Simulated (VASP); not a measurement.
# InPd in VASP: a series of runs

Runs on InPd. Level: PBE. Tasks: single point, relaxation of cell and atoms.

Everything below comes from runs of VASP 6.6.1. Logs are shortened: lines on timing, memory, paths and dates and some standing lists are left out, and cuts for length are marked.

## 1. The cell of the first run

It takes space group Pmma (No. 51, orthorhombic). The conventional cell has a = 4.799 Å, b = 3.139 Å, c = 4.802 Å, α = 90.00°, β = 90.00°, γ = 90.00°. Within 3.8 Å of In (site symmetry mm2) lie 8 Pd at 2.87 Å and 6 In at 3.14 to 3.41 Å. Within 3.8 Å of Pd (site symmetry mm2) lie 8 In at 2.87 Å and 6 Pd at 3.14 to 3.41 Å.

## 2. Single point, PBE

INCAR

```
PREC = Accurate
ENCUT = 500
EDIFF = 1E-6
ISMEAR = 0
SIGMA = 0.1
LREAL = F
LASPH = T
NELM = 120
ALGO = Normal
ISIF = 2
LWAVE = F
LCHARG = F
GGA = PE
NBANDS = 31
GGA_COMPAT = F
```

KPOINTS

```
Automatic mesh
0
Gamma
  4 6 4
```

POSCAR

```
InPd
1.0
    4.7985850461      0.0000000000      0.0000000000
    0.0000000000      3.1389383810      0.0000000000
    0.0000000000      0.0000000000      4.8020711548
In Pd
2 2
Direct
    0.7500000000      0.0000000000      0.7477765312
    0.2500000000      0.0000000000      0.2522234688
    0.7500000000      0.5000000000      0.2470692723
    0.2500000000      0.5000000000      0.7529307277
```

Potentials or basis: VASP PAW PBE potentials, release 64 (In_d, Pd).

The run is started by

```sh
$ cat potpaw_PBE.64/In_d/POTCAR potpaw_PBE.64/Pd/POTCAR > POTCAR
$ mpirun -np 1 vasp_std > vasp.out
```

OUTCAR:

```text
PREC = Accurate
   ENCUT = 500
   EDIFF = 1E-6
   ISMEAR = 0
   LREAL = F
   LASPH = T
   NELM = 120
   ISIF = 2
   GGA = PE

 ion  position               nearest neighbor table
   1  0.750  0.000  0.748-   3 2.87   3 2.87   4 2.87   4 2.87   4 2.87   4 2.87   3 2.87   3 2.87
                             2 3.38   2 3.38   2 3.41   2 3.41
   2  0.250  0.000  0.252-   4 2.87   4 2.87   3 2.87   3 2.87   3 2.87   3 2.87   4 2.87   4 2.87
                             1 3.38   1 3.38   1 3.41   1 3.41
   3  0.750  0.500  0.247-   1 2.87   1 2.87   2 2.87   2 2.87   2 2.87   2 2.87   1 2.87   1 2.87
                             4 3.37   4 3.37   4 3.41   4 3.41
   4  0.250  0.500  0.753-   2 2.87   2 2.87   1 2.87   1 2.87   1 2.87   1 2.87   2 2.87   2 2.87
                             3 3.37   3 3.37   3 3.41   3 3.41

  LATTYP: Found a simple orthorhombic cell.
 ALAT       =     3.1389383810
 B/A-ratio  =     1.5287286540
 C/A-ratio  =     1.5298392552

  Lattice vectors:

 A1 = (   0.0000000000,  -3.1389383810,   0.0000000000)
 A2 = (   4.7985850461,   0.0000000000,   0.0000000000)
 A3 = (   0.0000000000,   0.0000000000,   4.8020711548)

Analysis of symmetry for initial positions (statically):
=====================================================================
 Subroutine PRICEL returns:
 Original cell was already a primitive cell.

 Routine SETGRP: Setting up the symmetry group for a
 simple orthorhombic supercell.

 Subroutine GETGRP returns: Found  8 space group operations
 (whereof  4 operations were pure point group operations)
 out of a pool of  8 trial point group operations.

The static configuration has the point symmetry C_2h.
 The point group associated with its full space group is D_2h.

Analysis of symmetry for dynamics (positions and initial velocities):
=====================================================================
 Subroutine PRICEL returns:
 Original cell was already a primitive cell.

 Routine SETGRP: Setting up the symmetry group for a
 simple orthorhombic supercell.

 Subroutine GETGRP returns: Found  8 space group operations
 (whereof  4 operations were pure point group operations)
 out of a pool of  8 trial point group operations.

The dynamic configuration has the point symmetry C_2h.
 The point group associated with its full space group is D_2h.

 Subroutine INISYM returns: Found  8 space group operations
 (whereof  4 operations are pure point group operations),
 and found     1 'primitive' translations

----------------------------------------------------------------------------------------

                                     Primitive cell

  volume of cell :      72.3310

  direct lattice vectors                    reciprocal lattice vectors
     4.798585046  0.000000000  0.000000000     0.208394764  0.000000000  0.000000000
     0.000000000  3.138938381  0.000000000     0.000000000  0.318579048  0.000000000
     0.000000000  0.000000000  4.802071155     0.000000000  0.000000000  0.208243478

  length of vectors
     4.798585046  3.138938381  4.802071155     0.208394764  0.318579048  0.208243478

  position of ions in fractional coordinates (direct lattice)
     0.750000000  0.000000000  0.747776531
     0.250000000  0.000000000  0.252223469
     0.750000000  0.500000000  0.247069272
     0.250000000  0.500000000  0.752930728

  ion indices of the primitive-cell ions
   primitive index   ion index
                 1           1
                 2           2
                 3           3
                 4           4

----------------------------------------------------------------------------------------

 KPOINTS: Automatic mesh

Automatic generation of k-mesh.
 Grid dimensions read from file:
 generate k-points for:    4    6    4

 Generating k-lattice:

  Cartesian coordinates                     Fractional coordinates (reciprocal lattice)
     0.052098691  0.000000000  0.000000000     0.250000000  0.000000000  0.000000000
     0.000000000  0.053096508  0.000000000     0.000000000  0.166666667  0.000000000
     0.000000000  0.000000000  0.052060870     0.000000000  0.000000000  0.250000000

  Length of vectors
     0.052098691  0.053096508  0.052060870

  Shift w.r.t. Gamma in fractional coordinates (k-lattice)
     0.000000000  0.000000000  0.000000000

 Subroutine IBZKPT returns following result:
 ===========================================

 Found     36 irreducible k-points:

 Following reciprocal coordinates:
            Coordinates               Weight
  0.000000  0.000000  0.000000      1.000000
  0.250000  0.000000  0.000000      2.000000
  0.500000  0.000000  0.000000      1.000000
  0.000000  0.166667  0.000000      2.000000
  0.250000  0.166667  0.000000      4.000000
  0.500000  0.166667  0.000000      2.000000
[... 16 lines left out ...]
  0.250000  0.500000  0.250000      4.000000
  0.500000  0.500000  0.250000      2.000000
 [... further k-points ...]
   k-points           NKPTS =     36   k-points in BZ     NKDIM =     36   number of bands    NBANDS=     31
   number of dos      NEDOS =    301   number of ions     NIONS =      4
   total plane-waves  NPLWV =  31104
   dimension x,y,z NGX =    36 NGY =   24 NGZ =   36
   dimension x,y,z NGXF=    72 NGYF=   48 NGZF=   72
   ions per type =               2   2
   NGX,Y,Z   is equivalent  to a cutoff of  12.47, 12.71, 12.46 a.u.
   NGXF,Y,Z  is equivalent  to a cutoff of  24.94, 25.42, 24.93 a.u.
 SYSTEM =  unknown system
   PREC   = accura    normal or accurate (medium, high low for compatibility)
   ISTART =      0    job   : 0-new  1-cont  2-samecut
   ICHARG =      2    charge: 1-file 2-atom 10-const
   ISPIN  =      1    spin polarized calculation?
   LNONCOLLINEAR =      F non collinear calculations
   LSORBIT =      F    spin-orbit coupling
   LASPH  =      T    aspherical Exc in radial PAW
   ENCUT  =  500.0 eV  36.75 Ry    6.06 a.u.   8.75  5.72  8.76*2*pi/ulx,y,z
   NELM   =    120;   NELMIN=  2; NELMDL= -5     # of ELM steps
   EDIFF  = 0.1E-05   stopping-criterion for ELM
   LREAL  =      F    real-space projection
   EDIFFG = 0.1E-04   stopping-criterion for IOM
   NSW    =      0    number of steps for IOM
   IBRION =     -1    ionic relax: 0-MD 1-quasi-New 2-CG
   NFREE  =      0    steps in history (QN), initial steepest desc. (CG)
   ISIF   =      2    stress and relaxation
   ISYM   =      2    0-nonsym 1-usesym 2-fastsym
   POTIM  = 0.5000    time-step for ionic-motion
   TEBEG  =    0.0;   TEEND  =   0.0 temperature during run
   PSTRESS=    0.0 pullay stress
   NELECT =      46.0000    total number of electrons
   NUPDOWN=      -1.0000    fix difference up-down
   EMIN   =  10.00;   EMAX   =-10.00  energy-range for DOS
   EFERMI =   0.00;   METHOD = LEGACY
   ISMEAR =     0;   SIGMA  =   0.10  broadening in eV -4-tet -1-fermi 0-gaus
   EFERMI_NEDOS =   21; number of points for ismear=-14 and -15
   IALGO  =     38    algorithm
   IMIX   =      4    mixing-type and parameters
     AMIX     =   0.40;   BMIX     =  1.00
     AMIX_MAG =   1.60;   BMIX_MAG =  1.00
  volume/ion in A,a.u.               =      18.08       122.03
  Fermi-wavevector in a.u.,A,eV,Ry     =   1.407838  2.660427 26.966841  1.982007
  Thomas-Fermi vector in A             =   2.530056
   LORBIT       =      0    0 simple, 1 ext, 2 COOP (PROOUT), +10 PAW based schemes
   GGA     = PE    functional components
   LHFCALC =     F    Hartree Fock is set to
   AEXX    =    0.0000 exact exchange contribution
   IVDW    =     0    specifies the selected vdW correction
   LEPSILON=     F    determine dielectric tensor
   LRPA    =     F    only Hartree local field effects (RPA)
 non-spin polarized calculation
 Gauss-broadening in eV      SIGMA  =   0.10
  energy-cutoff  :      500.00
  volume of cell :       72.33
 maximum number of plane-waves:      1867
 NGX is ok and might be reduce to    36

 number of electron      46.0000016 magnetization

 Free energy of the ion-electron system (eV)
  ---------------------------------------------------
  ext. energy  EPLUGINS =         0.00000000
  ---------------------------------------------------
  free energy    TOTEN  =       -17.45780206 eV

  energy without entropy =      -17.44607040  energy(sigma->0) =      -17.45193623

 E-fermi :  10.0878     XC(G=0): -12.0502

 val. band max:       10.0471706193   @ k =   0.2500   0.0000   0.2500
 cond. band min:      10.0967604875   @ k =   0.0000   0.3333   0.0000
 fundamental gap:      0.0495898682
 Fermi energy:        10.0877844713

 k-point     1 :       0.0000    0.0000    0.0000
  band No.  band energies     occupation
      1      -4.9726      2.00000
      2      -4.8432      2.00000
      3      -4.8418      2.00000
      4      -4.8115      2.00000
      5      -4.5923      2.00000
      6      -4.5919      2.00000
[... 23 lines left out ...]
     30      19.8849      0.00000
     31      20.3771      0.00000

 k-point     2 :       0.2500    0.0000    0.0000
  band No.  band energies     occupation
      1      -4.9480      2.00000
      2      -4.8564      2.00000
      3      -4.7772      2.00000
      4      -4.7600      2.00000
      5      -4.5782      2.00000
      6      -4.5741      2.00000
[... 23 lines left out ...]
     30      20.7799      0.00000
     31      21.1772      0.00000

 k-point     3 :       0.5000    0.0000    0.0000
  band No.  band energies     occupation
      1      -4.8965      2.00000
      2      -4.8965      2.00000
      3      -4.6541      2.00000
      4      -4.6541      2.00000
      5      -4.6145      2.00000
      6      -4.6145      2.00000
[... 23 lines left out ...]
     30      18.3562      0.00000
     31      21.7153      0.00000

 k-point     4 :       0.0000    0.1667    0.0000
  band No.  band energies     occupation
      1      -4.8538      2.00000
      2      -4.8251      2.00000
      3      -4.7898      2.00000
      4      -4.7068      2.00000
      5      -4.6457      2.00000
      6      -4.6454      2.00000
[... 635 lines left out ...]
     30      16.9856      0.00000
     31      17.3172      0.00000

 k-point    23 :       0.2500    0.5000    0.2500
  band No.  band energies     occupation
      1      -4.8353      2.00000
      2      -4.7743      2.00000
      3      -4.7535      2.00000
      4      -4.7042      2.00000
      5      -4.6893      2.00000
      6      -4.6845      2.00000
[... 23 lines left out ...]
     30      17.8527      0.00000
     31      18.2767      0.00000

 k-point    24 :       0.5000    0.5000    0.2500
  band No.  band energies     occupation
      1      -4.8352      2.00000
      2      -4.8352      2.00000
      3      -4.7162      2.00000
      4      -4.7162      2.00000
      5      -4.6369      2.00000
      6      -4.6369      2.00000
[... 23 lines left out ...]
     30      17.4271      0.00000
     31      19.3221      0.00000

 [... further k-points ...]

------------------------ aborting loop because EDIFF is reached ----------------------------------------

  FORCE on cell =-STRESS in cart. coord.  units (eV):
  Direction    XX          YY          ZZ          XY          YZ          ZX
  --------------------------------------------------------------------------------------
  -------------------------------------------------------------------------------------
  Total       -0.0883581      0.0895997     -0.1149482      0.0000000      0.0000000     -0.0000000
  in kB       -1.9571863      1.9846896     -2.5461744      0.0000000      0.0000000     -0.0000000
  external PRESSURE =      -0.8395570 kB  Pullay stress =       0.0000000 kB

 VOLUME and BASIS-vectors are now :
 -----------------------------------------------------------------------------
  energy-cutoff  :      500.00
  volume of cell :       72.33
      direct lattice vectors                 reciprocal lattice vectors
     4.798585046  0.000000000  0.000000000     0.208394764  0.000000000  0.000000000
     0.000000000  3.138938381  0.000000000     0.000000000  0.318579048  0.000000000
     0.000000000  0.000000000  4.802071155     0.000000000  0.000000000  0.208243478

 POSITION                                       TOTAL-FORCE (eV/Angst)
 -----------------------------------------------------------------------------------
      3.59894      0.00000      3.59088        -0.000000      0.000000      0.006439
      1.19965      0.00000      1.21120         0.000000      0.000000     -0.006439
      3.59894      1.56947      1.18644        -0.000000      0.000000      0.006608
      1.19965      1.56947      3.61563        -0.000000     -0.000000     -0.006608
 -----------------------------------------------------------------------------------
    total drift:                                0.000000      0.000000      0.000000

  FREE ENERGIE OF THE ION-ELECTRON SYSTEM (eV)
  ---------------------------------------------------
  free  energy   TOTEN  =       -17.4578020571 eV

  energy  without entropy=      -17.4460703970  energy(sigma->0) =      -17.45193623
```

Run time: 56 s. Hardware: 1 thread of Intel Xeon Platinum 8259CL at 2.50GHz (Skylake/Cascade Lake), shared host; peak memory 0.22 GiB.

Results:

```yaml
Free_energy: -17.4578 eV
Pressure: -0.1 GPa
Largest_force: 0.007 eV/Å
Band_gap_on_the_k_mesh: zero (bands 23 and 24 overlap by 3.21 eV)
```

Forces on the atoms (eV/Å):
```
In   0.000  0.000  0.006
In   0.000  0.000 -0.006
Pd   0.000  0.000  0.007
Pd   0.000  0.000 -0.007
```

Levels at points of the mesh, in eV from the Fermi level:
```csv
k point,band 19,band 20,band 21,band 22,band 23,band 24,band 25,band 26,band 27,band 28
"(0.00, 0.00, 0.00)",-2.50,-2.39,-2.20,-2.20,-1.88,0.92,1.78,3.39,3.39,5.59
"(0.50, 0.00, 0.00)",-2.59,-2.59,-2.36,-2.36,0.71,0.71,1.54,1.54,8.25,8.25
"(0.00, 0.50, 0.00)",-2.46,-1.82,-1.57,-0.68,-0.24,3.57,3.66,3.71,3.72,4.46
"(0.50, 0.50, 0.00)",-2.53,-2.53,-1.29,-1.29,-0.48,-0.48,3.50,3.50,5.39,5.39
"(0.00, 0.00, 0.50)",-2.59,-2.59,-2.37,-2.35,0.69,0.74,1.50,1.58,8.21,8.24
"(0.50, 0.00, 0.50)",-2.90,-2.90,-2.26,-2.26,-1.42,-1.42,8.42,8.42,9.15,9.15
"(0.00, 0.50, 0.50)",-2.54,-2.52,-1.32,-1.27,-0.50,-0.47,3.50,3.50,5.32,5.48
"(0.50, 0.50, 0.50)",-2.36,-2.36,-1.93,-1.93,-1.67,-1.67,1.34,1.34,2.62,2.62
```

Caveat: spin-orbit coupling is left out, which moves the levels of the heavy elements.

## 3. Relaxation of cell and atoms, PBE

This run uses another cell than the first one: it holds 2 atoms, not 4.

INCAR

```
SYSTEM = InPd
ALGO = Normal ; EDIFF = 1E-7
EDIFFG = -0.01 ; ENCUT = 500
GGA = PE ; GGA_COMPAT = .FALSE.
IBRION = 2 ; ISIF = 3
ISMEAR = 0 ; LASPH = .TRUE.
LCHARG = .FALSE. ; LREAL = .FALSE.
LWAVE = .FALSE. ; NELM = 120
NELMIN = 4 ; NSW = 100
PREC = Accurate ; SIGMA = 0.1
```

KPOINTS

```
k-points
0
G
  16 16 18
  0 0 0
```

POSCAR

```
InPd
1.0
    3.3943447755      0.0000000000      0.0000000000
    0.0000000000      3.3943447755      0.0000000000
    0.0000000000      0.0000000000      3.1389383810
In Pd
1 1
Direct
    0.5000000000      0.5000000000      0.0000000000
    0.0000000000      0.0000000000      0.5000000000
```

Potentials or basis: VASP PAW PBE potentials, release 64 (In_d, Pd).

The run is started by

```sh
$ cat potpaw_PBE.64/In_d/POTCAR potpaw_PBE.64/Pd/POTCAR > POTCAR
$ mpirun -np 1 vasp_std > vasp.out
```

Run time: 8.4 min. Hardware: 1 thread of Intel Xeon Platinum 8259CL at 2.50GHz (Skylake/Cascade Lake), shared host; peak memory 0.38 GiB.

The run converged. Its results:

```yaml
Free_energy: -8.7504 eV
Relaxed_volume: 18.07 Å³/atom
Relaxed_cell: a = 3.312 Å, b = 3.312 Å, c = 3.296 Å, α = 90.00°, β = 90.00°, γ = 90.00°
Space_group_after_relaxing_to_0.1_Å: Pm-3m (No. 221)
Energy_gained_by_relaxing: 8.2 meV/atom
Ionic_steps: 4
Pressure_after_relaxing: 0.0 GPa
Band_gap_on_the_k_mesh: zero (an odd number of electrons rules out a gap without spin polarisation)
```

The path:
| step | energy change (eV) | largest force (eV/Å) | pressure (GPa) | volume (Å³) |
| --- | --- | --- | --- | --- |
| 1 | 0.0000 | 0.0000 | 0.02 | 36.17 |
| 2 | -0.0069 | 0.0000 | -0.04 | 36.17 |
| 3 | -0.0161 | 0.0000 | -0.08 | 36.16 |
| 4 | -0.0165 | 0.0000 | -0.04 | 36.15 |

Final structure:
```
CELL_PARAMETERS angstrom
3.31155 0.00000 0.00000
0.00000 3.31155 0.00000
0.00000 0.00000 3.29613
ATOMIC_POSITIONS crystal
In 0.50000 0.50000 0.00000
Pd 0.00000 0.00000 0.50000
```

Levels at points of the mesh, in eV from the Fermi level:
| k point | band 9 | band 10 | band 11 | band 12 | band 13 | band 14 | band 15 |
| --- | --- | --- | --- | --- | --- | --- | --- |
| (0.00, 0.00, 0.00) | -2.24 | -2.22 | -2.22 | 4.10 | 4.10 | 4.23 | 9.00 |
| (0.50, 0.00, 0.00) | -3.17 | -3.14 | -2.29 | -1.14 | 9.22 | 9.32 | 9.76 |
| (0.50, 0.50, 0.00) | -2.61 | -2.24 | -2.24 | -1.69 | 1.26 | 2.32 | 9.29 |
| (0.00, 0.00, 0.50) | -3.17 | -3.17 | -2.30 | -1.09 | 9.26 | 9.26 | 9.74 |
| (0.50, 0.00, 0.50) | -2.63 | -2.23 | -2.21 | -1.67 | 1.29 | 2.36 | 9.20 |
| (0.50, 0.50, 0.50) | -1.65 | -1.63 | -0.23 | 3.73 | 3.73 | 3.73 | 4.21 |

Caveat: spin-orbit coupling is left out, which moves the levels of the heavy elements.
